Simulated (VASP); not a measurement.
# La (Im-3m) in VASP: a series of runs

The runs below take La through single point, with PBE.

Program: VASP 6.6.1. These are calculated values, not measurements. Logs are shortened: lines on timing, memory, paths and dates and some standing lists are left out, and cuts for length are marked.

## 1. The cell of the first run

It takes space group Im-3m (No. 229, cubic). The conventional cell has a = 4.235 Å, b = 4.235 Å, c = 4.235 Å, α = 90.00°, β = 90.00°, γ = 90.00°. Within 4.8 Å of La (site symmetry m-3m) lie 14 La at 3.67 to 4.23 Å.

## 2. Single point, PBE

File INCAR:

```
SYSTEM = La
PREC = Accurate
ENCUT = 520
EDIFF = 1E-6
ISMEAR = -1
SIGMA = 0.1
LREAL = .FALSE.
LASPH = .TRUE.
NELM = 100
ALGO = Normal
ISIF = 2
LWAVE = .FALSE.
LCHARG = .FALSE.
GGA = PE
NBANDS = 12
```

File KPOINTS:

```
regular mesh
0
G
  11 11 11
  0 0 0
```

File POSCAR:

```
La
1.0
   -2.1174800187      2.1174800187      2.1174800187
    2.1174800187     -2.1174800187      2.1174800187
    2.1174800187      2.1174800187     -2.1174800187
La
1
Direct
    0.0000000000      0.0000000000      0.0000000000
```

Potentials or basis: VASP PAW PBE potentials, release 64 (La).

Run with:

```bash
> cat potpaw_PBE.64/La/POTCAR > POTCAR
> mpirun -np 1 vasp_std > vasp.out
```

OUTCAR:

```text
SYSTEM = La
   PREC = Accurate
   ENCUT = 520
   EDIFF = 1E-6
   ISMEAR = -1
   LREAL = .FALSE.
   LASPH = .TRUE.
   NELM = 100
   ISIF = 2
   GGA = PE

 ion  position               nearest neighbor table
   1  0.000  0.000  0.000-

  LATTYP: Found a body centered cubic cell.
 ALAT       =     4.2349600374

  Lattice vectors:

 A1 = (  -2.1174800187,   2.1174800187,   2.1174800187)
 A2 = (   2.1174800187,  -2.1174800187,   2.1174800187)
 A3 = (   2.1174800187,   2.1174800187,  -2.1174800187)

Analysis of symmetry for initial positions (statically):
=====================================================================
 Subroutine PRICEL returns:
 Original cell was already a primitive cell.

 Routine SETGRP: Setting up the symmetry group for a
 body centered cubic supercell.

 Subroutine GETGRP returns: Found 48 space group operations
 (whereof 48 operations were pure point group operations)
 out of a pool of 48 trial point group operations.

The static configuration has the point symmetry O_h .

Analysis of symmetry for dynamics (positions and initial velocities):
=====================================================================
 Subroutine PRICEL returns:
 Original cell was already a primitive cell.

 Routine SETGRP: Setting up the symmetry group for a
 body centered cubic supercell.

 Subroutine GETGRP returns: Found 48 space group operations
 (whereof 48 operations were pure point group operations)
 out of a pool of 48 trial point group operations.

The dynamic configuration has the point symmetry O_h .

 Subroutine INISYM returns: Found 48 space group operations
 (whereof 48 operations are pure point group operations),
 and found     1 'primitive' translations

----------------------------------------------------------------------------------------

                                     Primitive cell

  volume of cell :      37.9768

  direct lattice vectors                    reciprocal lattice vectors
    -2.117480019  2.117480019  2.117480019     0.000000000  0.236129737  0.236129737
     2.117480019 -2.117480019  2.117480019     0.236129737  0.000000000  0.236129737
     2.117480019  2.117480019 -2.117480019     0.236129737  0.236129737  0.000000000

  length of vectors
     3.667582976  3.667582976  3.667582976     0.333937877  0.333937877  0.333937877

  position of ions in fractional coordinates (direct lattice)
     0.000000000  0.000000000  0.000000000

  ion indices of the primitive-cell ions
   primitive index   ion index
                 1           1

----------------------------------------------------------------------------------------

 KPOINTS: regular mesh

Automatic generation of k-mesh.
 Grid dimensions read from file:
 generate k-points for:   11   11   11

 Generating k-lattice:

  Cartesian coordinates                     Fractional coordinates (reciprocal lattice)
     0.000000000  0.021466340  0.021466340     0.090909091  0.000000000  0.000000000
     0.021466340  0.000000000  0.021466340     0.000000000  0.090909091  0.000000000
     0.021466340  0.021466340  0.000000000     0.000000000  0.000000000  0.090909091

  Length of vectors
     0.030357989  0.030357989  0.030357989

  Shift w.r.t. Gamma in fractional coordinates (k-lattice)
     0.000000000  0.000000000  0.000000000

 Subroutine IBZKPT returns following result:
 ===========================================

 Found     56 irreducible k-points:

 Following reciprocal coordinates:
            Coordinates               Weight
  0.000000  0.000000  0.000000      1.000000
  0.090909  0.000000  0.000000     12.000000
  0.181818  0.000000  0.000000     12.000000
  0.272727  0.000000  0.000000     12.000000
  0.363636  0.000000  0.000000     12.000000
  0.454545  0.000000  0.000000     12.000000
[... 16 lines left out ...]
  0.272727  0.181818  0.090909     48.000000
  0.363636  0.181818  0.090909     24.000000
 [... further k-points ...]
   k-points           NKPTS =     56   k-points in BZ     NKDIM =     56   number of bands    NBANDS=     12
   number of dos      NEDOS =    301   number of ions     NIONS =      1
   total plane-waves  NPLWV =  21952
   dimension x,y,z NGX =    28 NGY =   28 NGZ =   28
   dimension x,y,z NGXF=    56 NGYF=   56 NGZF=   56
   ions per type =               1
   NGX,Y,Z   is equivalent  to a cutoff of  12.69, 12.69, 12.69 a.u.
   NGXF,Y,Z  is equivalent  to a cutoff of  25.38, 25.38, 25.38 a.u.
 SYSTEM =  La
   PREC   = accura    normal or accurate (medium, high low for compatibility)
   ISTART =      0    job   : 0-new  1-cont  2-samecut
   ICHARG =      2    charge: 1-file 2-atom 10-const
   ISPIN  =      1    spin polarized calculation?
   LNONCOLLINEAR =      F non collinear calculations
   LSORBIT =      F    spin-orbit coupling
   LASPH  =      T    aspherical Exc in radial PAW
   ENCUT  =  520.0 eV  38.22 Ry    6.18 a.u.   6.82  6.82  6.82*2*pi/ulx,y,z
   NELM   =    100;   NELMIN=  2; NELMDL= -5     # of ELM steps
   EDIFF  = 0.1E-05   stopping-criterion for ELM
   LREAL  =      F    real-space projection
   EDIFFG = 0.1E-04   stopping-criterion for IOM
   NSW    =      0    number of steps for IOM
   IBRION =     -1    ionic relax: 0-MD 1-quasi-New 2-CG
   NFREE  =      0    steps in history (QN), initial steepest desc. (CG)
   ISIF   =      2    stress and relaxation
   ISYM   =      2    0-nonsym 1-usesym 2-fastsym
   POTIM  = 0.5000    time-step for ionic-motion
   TEBEG  =    0.0;   TEEND  =   0.0 temperature during run
   PSTRESS=    0.0 pullay stress
   NELECT =      11.0000    total number of electrons
   NUPDOWN=      -1.0000    fix difference up-down
   EMIN   =  10.00;   EMAX   =-10.00  energy-range for DOS
   EFERMI =   0.00;   METHOD = LEGACY
   ISMEAR =    -1;   SIGMA  =   0.10  broadening in eV -4-tet -1-fermi 0-gaus
   EFERMI_NEDOS =   21; number of points for ismear=-14 and -15
   IALGO  =     38    algorithm
   IMIX   =      4    mixing-type and parameters
     AMIX     =   0.40;   BMIX     =  1.00
     AMIX_MAG =   1.60;   BMIX_MAG =  1.00
  volume/ion in A,a.u.               =      37.98       256.28
  Fermi-wavevector in a.u.,A,eV,Ry     =   1.083178  2.046909 15.963363  1.173274
  Thomas-Fermi vector in A             =   2.219237
   LORBIT       =      0    0 simple, 1 ext, 2 COOP (PROOUT), +10 PAW based schemes
   GGA     = PE    functional components
   LHFCALC =     F    Hartree Fock is set to
   AEXX    =    0.0000 exact exchange contribution
   IVDW    =     0    specifies the selected vdW correction
   LEPSILON=     F    determine dielectric tensor
   LRPA    =     F    only Hartree local field effects (RPA)
 non-spin polarized calculation
  energy-cutoff  :      520.00
  volume of cell :       37.98
 maximum number of plane-waves:      1055
   NGX = 13   NGY = 13   NGZ = 13

 number of electron      10.9999999 magnetization

 Free energy of the ion-electron system (eV)
  ---------------------------------------------------
  ext. energy  EPLUGINS =         0.00000000
  ---------------------------------------------------
  free energy    TOTEN  =        -4.80264678 eV

  energy without entropy =       -4.71310666  energy(sigma->0) =       -4.75787672

 E-fermi :   7.6583     XC(G=0):  -9.4708

 val. band max:        7.6520803796   @ k =  -0.3636   0.3636   0.1818
 cond. band min:       7.6593698467   @ k =   0.3636   0.0000   0.0000
 fundamental gap:      0.0072894670
 Fermi energy:         7.6583237642

 k-point     1 :       0.0000    0.0000    0.0000
  band No.  band energies     occupation
      1     -25.2625      2.00000
      2      -8.2906      2.00000
      3      -8.2906      2.00000
      4      -8.2906      2.00000
      5       4.4602      2.00000
      6       9.1198      0.00000
      7       9.1198      0.00000
      8       9.1198      0.00000
      9       9.1475      0.00000
     10       9.1475      0.00000
     11       9.1475      0.00000
     12       9.8543      0.00000

 k-point     2 :       0.0909    0.0000    0.0000
  band No.  band energies     occupation
      1     -25.2476      2.00000
      2      -8.4059      2.00000
      3      -8.3244      2.00000
      4      -8.2919      2.00000
      5       4.7110      2.00000
      6       8.7637      0.00003
      7       8.7644      0.00003
      8       9.1386      0.00000
      9       9.2065      0.00000
     10       9.3957      0.00000
     11       9.4025      0.00000
     12       9.8293      0.00000

 k-point     3 :       0.1818    0.0000    0.0000
  band No.  band energies     occupation
      1     -25.2076      2.00000
      2      -8.7020      2.00000
      3      -8.4134      2.00000
      4      -8.2956      2.00000
      5       5.3412      2.00000
      6       8.3458      0.00206
      7       8.3624      0.00175
      8       9.1223      0.00000
      9       9.3394      0.00000
     10       9.5163      0.00000
     11       9.5699      0.00000
     12       9.7881      0.00000

 k-point     4 :       0.2727    0.0000    0.0000
  band No.  band energies     occupation
      1     -25.1545      2.00000
      2      -9.0647      2.00000
      3      -8.5267      2.00000
      4      -8.3006      2.00000
      5       5.9209      2.00000
      6       7.9550      0.09786
      7       8.2942      0.00346
      8       9.1192      0.00000
      9       9.4159      0.00000
     10       9.5428      0.00000
     11       9.6651      0.00000
     12       9.7739      0.00000

 k-point     5 :       0.3636    0.0000    0.0000
  band No.  band energies     occupation
      1     -25.1049      2.00000
      2      -9.3775      2.00000
      3      -8.6276      2.00000
      4      -8.3053      2.00000
      5       6.0027      2.00000
      6       7.6594      0.99477
      7       8.8226      0.00002
      8       9.1327      0.00000
      9       9.4548      0.00000
     10       9.5931      0.00000
     11       9.7152      0.00000
     12       9.7914      0.00000

 k-point     6 :       0.4545    0.0000    0.0000
  band No.  band energies     occupation
      1     -25.0750      2.00000
      2      -9.5556      2.00000
      3      -8.6863      2.00000
      4      -8.3082      2.00000
      5       5.8978      2.00000
      6       7.5017      1.65462
      7       9.1467      0.00000
      8       9.1810      0.00000
      9       9.4721      0.00000
     10       9.7066      0.00000
     11       9.7366      0.00000
     12       9.8157      0.00000

 k-point     7 :       0.0909    0.0909    0.0000
  band No.  band energies     occupation
      1     -25.2202      2.00000
      2      -8.6093      2.00000
      3      -8.3631      2.00000
      4      -8.3194      2.00000
      5       5.1609      2.00000
      6       8.4337      0.00086
      7       8.4696      0.00060
      8       9.1279      0.00000
      9       9.3142      0.00000
     10       9.5119      0.00000
     11       9.5144      0.00000
     12       9.8007      0.00000

 k-point     8 :       0.1818    0.0909    0.0000
  band No.  band energies     occupation
      1     -25.1736      2.00000
      2      -8.9207      2.00000
      3      -8.4717      2.00000
      4      -8.3342      2.00000
      5       5.8367      2.00000
      6       8.0596      0.03554
      7       8.1718      0.01170
      8       9.1316      0.00000
      9       9.4076      0.00000
     10       9.5448      0.00000
     11       9.6048      0.00000
     12       9.7907      0.00000
[... 166 lines left out ...]
 k-point    20 :       0.3636    0.0909    0.0909
  band No.  band energies     occupation
      1     -25.0700      2.00000
      2      -9.4690      2.00000
      3      -8.7622      2.00000
      4      -8.4141      2.00000
      5       6.4132      1.99999
      6       7.4816      1.70815
      7       9.0822      0.00000
      8       9.2987      0.00000
      9       9.4757      0.00000
     10       9.6746      0.00000
     11       9.7166      0.00000
     12       9.7975      0.00000

 k-point    21 :      -0.0909    0.0909    0.0909
  band No.  band energies     occupation
      1     -25.2332      2.00000
      2      -8.4487      2.00000
      3      -8.3587      2.00000
      4      -8.3587      2.00000
      5       4.9536      2.00000
      6       8.7362      0.00004
      7       8.7362      0.00004
      8       8.9093      0.00001
      9       9.1283      0.00000
     10       9.5167      0.00000
     11       9.5167      0.00000
     12       9.7623      0.00000

 k-point    22 :       0.1818    0.1818    0.0909
  band No.  band energies     occupation
      1     -25.1010      2.00000
      2      -9.2944      2.00000
      3      -8.6312      2.00000
      4      -8.4731      2.00000
      5       6.9501      1.99832
      6       7.6353      1.11462
      7       7.8618      0.23116
      8       9.3899      0.00000
      9       9.5293      0.00000
     10       9.5892      0.00000
     11       9.5913      0.00000
     12       9.7888      0.00000

 k-point    23 :       0.2727    0.1818    0.0909
  band No.  band energies     occupation
      1     -25.0717      2.00000
      2      -9.3574      2.00000
      3      -8.8033      2.00000
      4      -8.5076      2.00000
      5       6.9726      1.99790
      6       7.6042      1.26418
      7       8.4889      0.00049
      8       9.4133      0.00000
      9       9.4988      0.00000
     10       9.6153      0.00000
     11       9.6629      0.00000
     12       9.7685      0.00000

 k-point    24 :       0.3636    0.1818    0.0909
  band No.  band energies     occupation
      1     -25.0607      2.00000
      2      -9.3642      2.00000
      3      -8.8869      2.00000
      4      -8.5177      2.00000
      5       6.9177      1.99879
      6       7.5924      1.31801
      7       8.9187      0.00001
      8       9.4042      0.00000
      9       9.4640      0.00000
     10       9.6225      0.00000
     11       9.7269      0.00000
     12       9.7430      0.00000

 [... further k-points ...]
[... 5 lines left out ...]
  --------------------------------------------------------------------------------------
  -------------------------------------------------------------------------------------
  Total        0.0097765      0.0097765      0.0097765     -0.0000000     -0.0000000     -0.0000000
  in kB        0.4124526      0.4124526      0.4124526     -0.0000000     -0.0000000     -0.0000000
  external PRESSURE =       0.4124526 kB  Pullay stress =       0.0000000 kB

 VOLUME and BASIS-vectors are now :
 -----------------------------------------------------------------------------
  energy-cutoff  :      520.00
  volume of cell :       37.98
      direct lattice vectors                 reciprocal lattice vectors
    -2.117480019  2.117480019  2.117480019     0.000000000  0.236129737  0.236129737
     2.117480019 -2.117480019  2.117480019     0.236129737  0.000000000  0.236129737
     2.117480019  2.117480019 -2.117480019     0.236129737  0.236129737  0.000000000

 POSITION                                       TOTAL-FORCE (eV/Angst)
 -----------------------------------------------------------------------------------
      0.00000      0.00000      0.00000        -0.000000      0.000000      0.000000
 -----------------------------------------------------------------------------------
    total drift:                               -0.000000      0.000000      0.000000

  FREE ENERGIE OF THE ION-ELECTRON SYSTEM (eV)
  ---------------------------------------------------
  free  energy   TOTEN  =        -4.8026467784 eV

  energy  without entropy=       -4.7131066606  energy(sigma->0) =       -4.75787672
```

It took 44 s on 1 thread of Intel Xeon Platinum 8375C at 2.90GHz (Ice Lake), shared host; peak memory 0.18 GiB.

What came out:

```
Free energy : -4.8026 eV
Pressure    : 0.0 GPa
```

Caveat: spin-orbit coupling is left out, which moves the levels of the heavy elements.

## 3. Single point, PBE (volume scaled by 0.88)

File INCAR:

```
SYSTEM = La
PREC     = Accurate       ! precision mode
ENCUT    = 520            ! plane-wave cutoff, eV
EDIFF    = 1E-7           ! SCF threshold, eV
ISMEAR   = -1             ! smearing method
SIGMA    = 0.1            ! smearing width, eV
LREAL    = .FALSE.        ! projectors in reciprocal space
LASPH    = .TRUE.         ! aspherical terms in the spheres
NELM     = 100            ! most SCF steps
ALGO     = Normal         ! electronic algorithm
ISIF     = 2              ! what is computed and relaxed
LWAVE    = .FALSE.        ! write WAVECAR
LCHARG   = .TRUE.         ! write CHGCAR
GGA      = PE             ! functional
LELF     = .TRUE.         ! ELF
LVHAR    = .TRUE.       
NBANDS   = 12             ! bands
```

File KPOINTS:

```
regular mesh
0
G
  12 12 12
  0 0 0
```

File POSCAR:

```
La
1.0
   -2.0291471617      2.0291471617      2.0291471617
    2.0291471617     -2.0291471617      2.0291471617
    2.0291471617      2.0291471617     -2.0291471617
La
1
Direct
    0.0000000000      0.0000000000      0.0000000000
```

Potentials or basis: VASP PAW PBE potentials, release 64 (La).

Run with:

```bash
> cat potpaw_PBE.64/La/POTCAR > POTCAR
> mpirun -np 1 vasp_std > vasp.out
```

Wall time 40 s (1 thread of Intel Xeon Platinum 8375C at 2.90GHz (Ice Lake), shared host); peak memory 0.19 GiB.

The run converged. Its results:

```
Free energy : -4.7504 eV
Pressure    : 4.0 GPa
```

Levels at points of the mesh, in eV from the Fermi level:
| k point | band 4 | band 5 | band 6 | band 7 | band 8 | band 9 |
| --- | --- | --- | --- | --- | --- | --- |
| (0.00, 0.00, 0.00) | -15.48 | -3.04 | 1.61 | 1.61 | 1.61 | 1.67 |
| (0.50, 0.00, 0.00) | -15.52 | -1.95 | -0.29 | 1.68 | 1.84 | 2.13 |
| (0.50, 0.50, 0.50) | -16.72 | -2.19 | -2.19 | 1.87 | 2.09 | 2.09 |

Caveat: spin-orbit coupling is left out, which moves the levels of the heavy elements.
